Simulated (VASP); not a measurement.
# N in VASP: a series of runs

Runs on N. Level: r2SCAN. Tasks: single point, relaxation of cell and atoms.

Program: VASP 6.6.1. These are calculated values, not measurements. Logs are shortened: lines on timing, memory, paths and dates and some standing lists are left out, and cuts for length are marked.

### 1 The cell of the first run

The typed cell holds 8 atoms: a = 5.765 Å, b = 5.765 Å, c = 5.765 Å, α = 90.00°, β = 90.00°, γ = 90.00°.

### 2 Single point, r2SCAN

POSCAR

```
N
1.0
    5.7650984866      0.0000000000      0.0000000000
    0.0000000000      5.7650984866      0.0000000000
    0.0000000000      0.0000000000      5.7650984866
N
8
Direct
    0.0547414446      0.0547414446      0.0547414446
    0.4452585554      0.9452585554      0.5547414446
    0.5547414446      0.4452585554      0.9452585554
    0.9452585554      0.5547414446      0.4452585554
    0.9452789999      0.9452789999      0.9452789999
    0.5547210001      0.0547210001      0.4452789999
    0.4452789999      0.5547210001      0.0547210001
    0.0547210001      0.4452789999      0.5547210001
```

INCAR.step1

```
PREC = Accurate
ENCUT = 520
ISMEAR = 0
SIGMA = 0.02
LREAL = F
LASPH = T
NELM = 80
NBANDS = 30
GGA = PE
ALGO = Normal
EDIFF = 1E-4
LWAVE = T
LCHARG = F
```

INCAR.step2

```
PREC = Accurate
ENCUT = 520
EDIFF = 1E-6
ISMEAR = 0
SIGMA = 0.02
LREAL = F
LASPH = T
NELM = 80
ALGO = Normal
ISIF = 2
LWAVE = F
LCHARG = F
METAGGA = R2SCAN
LMIXTAU = T
NBANDS = 30
ISTART = 1
```

KPOINTS

```
regular mesh
0
Gamma
  4 4 4
```

Potentials or basis: VASP PAW PBE potentials, release 64 (N).

Launch:

```console
$ cat potpaw_PBE.64/N/POTCAR > POTCAR
$ cp INCAR.step1 INCAR
$ mpirun -np 1 vasp_std > vasp.out
$ cp INCAR.step2 INCAR
$ mpirun -np 1 vasp_std > vasp.out
```

OUTCAR:

```text
PREC = Accurate
   ENCUT = 520
   EDIFF = 1E-6
   ISMEAR = 0
   LREAL = F
   LASPH = T
   NELM = 80
   ISIF = 2
   METAGGA = R2SCAN
   ISTART = 1

 ion  position               nearest neighbor table
   1  0.055  0.055  0.055-   5 1.09
   2  0.445  0.945  0.555-   6 1.09
   3  0.555  0.445  0.945-   7 1.09
   4  0.945  0.555  0.445-   8 1.09
   5  0.945  0.945  0.945-   1 1.09
   6  0.555  0.055  0.445-   2 1.09
   7  0.445  0.555  0.055-   3 1.09
   8  0.055  0.445  0.555-   4 1.09

  LATTYP: Found a simple cubic cell.
 ALAT       =     5.7650984866

  Lattice vectors:

 A1 = (   5.7650984866,   0.0000000000,   0.0000000000)
 A2 = (   0.0000000000,   5.7650984866,   0.0000000000)
 A3 = (   0.0000000000,   0.0000000000,   5.7650984866)

Analysis of symmetry for initial positions (statically):
=====================================================================
 Subroutine PRICEL returns:
 Original cell was already a primitive cell.

 Routine SETGRP: Setting up the symmetry group for a
 simple cubic supercell.

 Subroutine GETGRP returns: Found 12 space group operations
 (whereof  3 operations were pure point group operations)
 out of a pool of 48 trial point group operations.

The static configuration has the point symmetry C_3 .
 The point group associated with its full space group is T   .

Analysis of symmetry for dynamics (positions and initial velocities):
=====================================================================
 Subroutine PRICEL returns:
 Original cell was already a primitive cell.

 Routine SETGRP: Setting up the symmetry group for a
 simple cubic supercell.

 Subroutine GETGRP returns: Found 12 space group operations
 (whereof  3 operations were pure point group operations)
 out of a pool of 48 trial point group operations.

The dynamic configuration has the point symmetry C_3 .
 The point group associated with its full space group is T   .

 Subroutine INISYM returns: Found 12 space group operations
 (whereof  3 operations are pure point group operations),
 and found     1 'primitive' translations

----------------------------------------------------------------------------------------

                                     Primitive cell

  volume of cell :     191.6109

  direct lattice vectors                    reciprocal lattice vectors
     5.765098487  0.000000000  0.000000000     0.173457574  0.000000000  0.000000000
     0.000000000  5.765098487  0.000000000     0.000000000  0.173457574  0.000000000
     0.000000000  0.000000000  5.765098487     0.000000000  0.000000000  0.173457574

  length of vectors
     5.765098487  5.765098487  5.765098487     0.173457574  0.173457574  0.173457574

  position of ions in fractional coordinates (direct lattice)
     0.054741445  0.054741445  0.054741445
     0.445258555  0.945258555  0.554741445
     0.554741445  0.445258555  0.945258555
     0.945258555  0.554741445  0.445258555
     0.945279000  0.945279000  0.945279000
     0.554721000  0.054721000  0.445279000
     0.445279000  0.554721000  0.054721000
     0.054721000  0.445279000  0.554721000

  ion indices of the primitive-cell ions
   primitive index   ion index
                 1           1
                 2           2
                 3           3
                 4           4
                 5           5
                 6           6
                 7           7
                 8           8

----------------------------------------------------------------------------------------

 KPOINTS: regular mesh

Automatic generation of k-mesh.
 Grid dimensions read from file:
 generate k-points for:    4    4    4

 Generating k-lattice:

  Cartesian coordinates                     Fractional coordinates (reciprocal lattice)
     0.043364394  0.000000000  0.000000000     0.250000000  0.000000000  0.000000000
     0.000000000  0.043364394  0.000000000     0.000000000  0.250000000  0.000000000
     0.000000000  0.000000000  0.043364394     0.000000000  0.000000000  0.250000000

  Length of vectors
     0.043364394  0.043364394  0.043364394

  Shift w.r.t. Gamma in fractional coordinates (k-lattice)
     0.000000000  0.000000000  0.000000000

 Subroutine IBZKPT returns following result:
 ===========================================

 Found     11 irreducible k-points:

 Following reciprocal coordinates:
            Coordinates               Weight
  0.000000  0.000000  0.000000      1.000000
  0.250000  0.000000  0.000000      6.000000
  0.500000  0.000000  0.000000      3.000000
  0.250000  0.250000  0.000000     12.000000
  0.500000  0.250000  0.000000      6.000000
 -0.250000  0.500000  0.000000      6.000000
  0.500000  0.500000  0.000000      3.000000
  0.250000  0.250000  0.250000      8.000000
  0.500000  0.250000  0.250000     12.000000
  0.500000  0.500000  0.250000      6.000000
  0.500000  0.500000  0.500000      1.000000
   k-points           NKPTS =     11   k-points in BZ     NKDIM =     11   number of bands    NBANDS=     30
   number of dos      NEDOS =    301   number of ions     NIONS =      8
   total plane-waves  NPLWV = 110592
   dimension x,y,z NGX =    48 NGY =   48 NGZ =   48
   dimension x,y,z NGXF=    96 NGYF=   96 NGZF=   96
   ions per type =               8
   NGX,Y,Z   is equivalent  to a cutoff of  13.84, 13.84, 13.84 a.u.
   NGXF,Y,Z  is equivalent  to a cutoff of  27.68, 27.68, 27.68 a.u.
 SYSTEM =  unknown system
   PREC   = accura    normal or accurate (medium, high low for compatibility)
   ISTART =      1    job   : 0-new  1-cont  2-samecut
   ICHARG =      0    charge: 1-file 2-atom 10-const
   ISPIN  =      1    spin polarized calculation?
   LNONCOLLINEAR =      F non collinear calculations
   LSORBIT =      F    spin-orbit coupling
   LASPH  =      T    aspherical Exc in radial PAW
   ENCUT  =  520.0 eV  38.22 Ry    6.18 a.u.  10.72 10.72 10.72*2*pi/ulx,y,z
   NELM   =     80;   NELMIN=  2; NELMDL=  0     # of ELM steps
   EDIFF  = 0.1E-05   stopping-criterion for ELM
   LREAL  =      F    real-space projection
[... 7 lines left out ...]
   TEBEG  =    0.0;   TEEND  =   0.0 temperature during run
   PSTRESS=    0.0 pullay stress
   NELECT =      40.0000    total number of electrons
   NUPDOWN=      -1.0000    fix difference up-down
   EMIN   =  10.00;   EMAX   =-10.00  energy-range for DOS
   EFERMI =   0.00;   METHOD = LEGACY
   ISMEAR =     0;   SIGMA  =   0.02  broadening in eV -4-tet -1-fermi 0-gaus
   EFERMI_NEDOS =   21; number of points for ismear=-14 and -15
   IALGO  =     38    algorithm
   IMIX   =      4    mixing-type and parameters
     AMIX     =   0.40;   BMIX     =  1.00
     AMIX_MAG =   1.60;   BMIX_MAG =  1.00
  volume/ion in A,a.u.               =      23.95       161.63
  Fermi-wavevector in a.u.,A,eV,Ry     =   0.971154  1.835215 12.832200  0.943140
  Thomas-Fermi vector in A             =   2.101348
   LORBIT       =      0    0 simple, 1 ext, 2 COOP (PROOUT), +10 PAW based schemes
   METAGGA = R2SCAN    functional components
   LHFCALC =     F    Hartree Fock is set to
   AEXX    =    0.0000 exact exchange contribution
   IVDW    =     0    specifies the selected vdW correction
   LEPSILON=     F    determine dielectric tensor
   LRPA    =     F    only Hartree local field effects (RPA)
 non-spin polarized calculation
 Gauss-broadening in eV      SIGMA  =   0.02
  energy-cutoff  :      520.00
  volume of cell :      191.61
 maximum number of plane-waves:      5232
 NGX is ok and might be reduce to    48
   NGX = 21   NGY = 21   NGZ = 21

 number of electron      40.0000004 magnetization

 Free energy of the ion-electron system (eV)
  ---------------------------------------------------
  ext. energy  EPLUGINS =         0.00000000
  ---------------------------------------------------
  free energy    TOTEN  =       -72.93284696 eV

  energy without entropy =      -72.93284696  energy(sigma->0) =      -72.93284696

 E-fermi :  -7.1489     XC(G=0):  -6.3063

 val. band max:       -7.3102823795   @ k =   0.5000   0.0000   0.0000
 cond. band min:       0.9242242922   @ k =   0.0000   0.0000   0.0000
 fundamental gap:      8.2345066718
 Fermi energy:        -7.1488807641

 k-point     1 :       0.0000    0.0000    0.0000
  band No.  band energies     occupation
      1     -26.6998      2.00000
      2     -26.6576      2.00000
      3     -26.6576      2.00000
      4     -26.6576      2.00000
      5     -11.0314      2.00000
      6     -11.0314      2.00000
[... 22 lines left out ...]
     29       4.6515      0.00000
     30       7.5650      0.00000

 k-point     2 :       0.2500    0.0000    0.0000
  band No.  band energies     occupation
      1     -26.6936      2.00000
      2     -26.6638      2.00000
      3     -26.6577      2.00000
      4     -26.6576      2.00000
      5     -11.0279      2.00000
      6     -11.0271      2.00000
[... 22 lines left out ...]
     29       4.7945      0.00000
     30       6.4477      0.00000

 k-point     3 :       0.5000    0.0000    0.0000
  band No.  band energies     occupation
      1     -26.6786      2.00000
      2     -26.6786      2.00000
      3     -26.6575      2.00000
      4     -26.6575      2.00000
      5     -11.0234      2.00000
      6     -11.0234      2.00000
[... 22 lines left out ...]
     29       5.3710      0.00000
     30       5.3710      0.00000

 k-point     4 :       0.2500    0.2500    0.0000
  band No.  band energies     occupation
      1     -26.6883      2.00000
      2     -26.6629      2.00000
      3     -26.6629      2.00000
      4     -26.6585      2.00000
      5     -11.0259      2.00000
      6     -11.0146      2.00000
[... 187 lines left out ...]
     29       5.6255      0.00000
     30       5.6255      0.00000

 k-point    10 :       0.5000    0.5000    0.2500
  band No.  band energies     occupation
      1     -26.6680      2.00000
      2     -26.6680      2.00000
      3     -26.6679      2.00000
      4     -26.6679      2.00000
      5     -11.0138      2.00000
      6     -11.0138      2.00000
[... 22 lines left out ...]
     29       6.0750      0.00000
     30       6.0750      0.00000

 k-point    11 :       0.5000    0.5000    0.5000
  band No.  band energies     occupation
      1     -26.6681      2.00000
      2     -26.6681      2.00000
      3     -26.6681      2.00000
      4     -26.6681      2.00000
      5     -11.0243      2.00000
      6     -11.0243      2.00000
[... 22 lines left out ...]
     29       6.2470      0.00000
     30       6.2470      0.00000

------------------------ aborting loop because EDIFF is reached ----------------------------------------

  FORCE on cell =-STRESS in cart. coord.  units (eV):
  Direction    XX          YY          ZZ          XY          YZ          ZX
  --------------------------------------------------------------------------------------
  -------------------------------------------------------------------------------------
  Total        2.9415433      2.9415433      2.9415433      0.0000000      0.0000000      0.0000000
  in kB       24.5960654     24.5960654     24.5960654      0.0000000      0.0000000      0.0000000
  external PRESSURE =      24.5960654 kB  Pullay stress =       0.0000000 kB

 VOLUME and BASIS-vectors are now :
 -----------------------------------------------------------------------------
  energy-cutoff  :      520.00
  volume of cell :      191.61
      direct lattice vectors                 reciprocal lattice vectors
     5.765098487  0.000000000  0.000000000     0.173457574  0.000000000  0.000000000
     0.000000000  5.765098487  0.000000000     0.000000000  0.173457574  0.000000000
     0.000000000  0.000000000  5.765098487     0.000000000  0.000000000  0.173457574

 POSITION                                       TOTAL-FORCE (eV/Angst)
 -----------------------------------------------------------------------------------
      0.31559      0.31559      0.31559         1.330072      1.330072      1.330072
      2.56696      5.44951      3.19814        -1.330072     -1.330072      1.330072
      3.19814      2.56696      5.44951         1.330072     -1.330072     -1.330072
      5.44951      3.19814      2.56696        -1.330072      1.330072     -1.330072
      5.44963      5.44963      5.44963        -1.330085     -1.330085     -1.330085
      3.19802      0.31547      2.56708         1.330085      1.330085     -1.330085
      2.56708      3.19802      0.31547        -1.330085      1.330085      1.330085
      0.31547      2.56708      3.19802         1.330085     -1.330085      1.330085
 -----------------------------------------------------------------------------------
    total drift:                               -0.000000     -0.000000      0.000000

  FREE ENERGIE OF THE ION-ELECTRON SYSTEM (eV)
  ---------------------------------------------------
  free  energy   TOTEN  =       -72.9328469612 eV

  energy  without entropy=      -72.9328469612  energy(sigma->0) =      -72.93284696
```

It took 2.7 min on 1 thread of AMD EPYC 9R45 (Zen 5), shared host; peak memory 0.32 GiB.

Results:

```yaml
Free_energy: -72.9328 eV
Pressure: 2.5 GPa
Largest_force: 2.304 eV/Å
Band_gap_on_the_k_mesh: 8.23 eV (least direct gap 8.25 eV)
```

Forces in eV/Å, atoms in the order of the input:
```
N    1.330  1.330  1.330
N   -1.330 -1.330  1.330
N    1.330 -1.330 -1.330
N   -1.330  1.330 -1.330
N   -1.330 -1.330 -1.330
N    1.330  1.330 -1.330
N   -1.330  1.330  1.330
N    1.330 -1.330  1.330
```

Caveat: the standard files for N, O and F lose accuracy on very short bonds; the PAW data sets were made with another functional, which shifts forces and pressure a little. A k mesh can miss the band edges.

### 3 Relaxation of cell and atoms, r2SCAN

This run uses another cell than the first one, of 22.86 Å³/atom.

POSCAR

```
N
1.0
    5.6760297088      0.0000000000      0.0000000000
    0.0000000000      5.6760297088      0.0000000000
    0.0000000000      0.0000000000      5.6760297088
N
8
Direct
    0.0560735828      0.0560735828      0.0560735828
    0.4439264172      0.9439264172      0.5560735828
    0.5560735828      0.4439264172      0.9439264172
    0.9439264172      0.5560735828      0.4439264172
    0.9440318838      0.9440318838      0.9440318838
    0.5559681162      0.0559681162      0.4440318838
    0.4440318838      0.5559681162      0.0559681162
    0.0559681162      0.4440318838      0.5559681162
```

INCAR.step1

```
SYSTEM = N
ALGO     = Normal         ! electronic algorithm
EDIFF    = 1E-4           ! SCF threshold, eV
ENCUT    = 600            ! plane-wave cutoff, eV
GGA      = PE             ! functional
ISMEAR   = 0              ! smearing method
LASPH    = .True.         ! aspherical terms in the spheres
LCHARG   = .False.        ! write CHGCAR
LREAL    = .False.        ! projectors in reciprocal space
LWAVE    = .True.         ! write WAVECAR
NELM     = 80             ! most SCF steps
PREC     = Accurate       ! precision mode
SIGMA    = 0.02           ! smearing width, eV
```

INCAR.step2

```
SYSTEM = N
ALGO     = Normal         ! electronic algorithm
EDIFF    = 1E-6           ! SCF threshold, eV
EDIFFG   = -0.02          ! ionic threshold
ENCUT    = 600            ! plane-wave cutoff, eV
IBRION   = 2              ! ionic algorithm
ISIF     = 3              ! what is computed and relaxed
ISMEAR   = 0              ! smearing method
ISTART   = 1            
LASPH    = .True.         ! aspherical terms in the spheres
LCHARG   = .False.        ! write CHGCAR
LMIXTAU  = .True.       
LREAL    = .False.        ! projectors in reciprocal space
LWAVE    = .False.        ! write WAVECAR
METAGGA  = R2SCAN         ! meta-GGA
NELM     = 80             ! most SCF steps
NSW      = 70             ! ionic steps
PREC     = Accurate       ! precision mode
SIGMA    = 0.02           ! smearing width, eV
```

KPOINTS

```
k-points
0
Gamma
  4 4 4
  0 0 0
```

Potentials or basis: VASP PAW PBE potentials, release 64 (N).

Launch:

```console
$ cat potpaw_PBE.64/N/POTCAR > POTCAR
$ cp INCAR.step1 INCAR
$ mpirun -np 1 vasp_std > vasp.out
$ cp INCAR.step2 INCAR
$ mpirun -np 1 vasp_std > vasp.out
```

Run time: 10 min. Hardware: 1 thread of AMD EPYC 9R45 (Zen 5), shared host; peak memory 0.33 GiB.

Results (log left out):

```yaml
Free_energy: -73.0215 eV
Relaxed_volume: 22.88 Å³/atom
Relaxed_cell: a = 5.678 Å, b = 5.678 Å, c = 5.678 Å, α = 90.00°, β = 90.00°, γ = 90.00°
Space_group_after_relaxing_to_0.1_Å: Pa-3 (No. 205)
Energy_gained_by_relaxing: 0.8 meV/atom
Ionic_steps: 4
Pressure_after_relaxing: -0.1 GPa
Band_gap_on_the_k_mesh: 8.01 eV (least direct gap 8.04 eV)
```

Forces on the atoms (eV/Å):
```
N   -0.001 -0.001 -0.001
N    0.001  0.001 -0.001
N   -0.001  0.001  0.001
N    0.001 -0.001  0.001
N    0.001  0.001  0.001
N   -0.001 -0.001  0.001
N    0.001 -0.001 -0.001
N   -0.001  0.001 -0.001
```

The path:
```
step  energy change (eV)  largest force (eV/Å)  pressure (GPa)  volume (Å³)
   1              0.0000                0.7117            0.86       182.87
   2              1.3483                8.6851          -11.72       186.12
   3             -0.0061                0.0612           -0.14       183.06
   4             -0.0061                0.0026           -0.05       183.04
```

Final structure:
```cif
data_structure
_symmetry_space_group_name_H-M 'P 1'
_symmetry_Int_Tables_number 1
_cell_length_a 5.6778
_cell_length_b 5.6778
_cell_length_c 5.6778
_cell_angle_alpha 90.000
_cell_angle_beta 90.000
_cell_angle_gamma 90.000
_cell_volume 183.04
loop_
_atom_site_label
_atom_site_type_symbol
_atom_site_fract_x
_atom_site_fract_y
_atom_site_fract_z
_atom_site_occupancy
N1 N 0.05628 0.05628 0.05628 1
N2 N 0.44372 0.94372 0.55628 1
N3 N 0.55628 0.44372 0.94372 1
N4 N 0.94372 0.55628 0.44372 1
N5 N 0.94383 0.94383 0.94383 1
N6 N 0.55617 0.05617 0.44383 1
N7 N 0.44383 0.55617 0.05617 1
N8 N 0.05617 0.44383 0.55617 1
```

Levels at points of the mesh, in eV from the valence-band top:
| k point | band 16 | band 17 | band 18 | band 19 | band 20 | band 21 | band 22 | band 23 | band 24 | band 25 |
| --- | --- | --- | --- | --- | --- | --- | --- | --- | --- | --- |
| (0.00, 0.00, 0.00) | -1.25 | -0.83 | -0.02 | -0.02 | -0.02 | 8.01 | 8.01 | 8.01 | 8.86 | 8.86 |
| (0.50, 0.00, 0.00) | -1.34 | -0.28 | -0.28 | 0.00 | 0.00 | 8.27 | 8.27 | 8.62 | 8.62 | 8.73 |
| (0.50, 0.50, 0.00) | -1.32 | -0.14 | -0.14 | -0.14 | -0.14 | 8.62 | 8.62 | 8.62 | 8.62 | 8.77 |
| (0.50, 0.50, 0.50) | -1.24 | -0.21 | -0.21 | -0.21 | -0.21 | 8.62 | 8.62 | 8.62 | 8.62 | 8.82 |

Caveat: the standard files for N, O and F lose accuracy on very short bonds; the PAW data sets were made with another functional, which shifts forces and pressure a little. A k mesh can miss the band edges.
